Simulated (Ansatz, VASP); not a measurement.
**Two plane-wave programs on Al**

```
CELL_PARAMETERS angstrom
3.04920 0.00000 0.00000
-1.52460 2.64068 0.00000
0.00000 0.00000 4.78670
ATOMIC_POSITIONS crystal
Al 0.66667 0.33333 0.75000
Al 0.33333 0.66667 0.25000
```

Alike in both runs: task single point; functional PBEsol; k mesh 18 × 18 × 10; occupations gaussian, width 0.15 eV; no spin polarisation.

```csv
,VASP,Ansatz
version,VASP 6.6.1,Ansatz 0.2.0
potentials or method,"VASP PAW PBE potentials, release 64 (Al), cutoff 520 eV","scalar-relativistic, plane waves, PAW"
valence electrons in the cell,6,6
```

```tsv
	VASP	Ansatz	Ansatz less VASP
gap on the k mesh at the Fermi level (eV)	none	none	-
pressure (GPa)	-8.8	-8.9	-0.04
traceless stress, the component that is largest in VASP (GPa)	0.90	0.89	-0.009
```

VASP's potentials were made for PBE, not for PBEsol, and Ansatz warns of the same on its side. A gap of «none» marks a metal or a gap that the smearing closes.
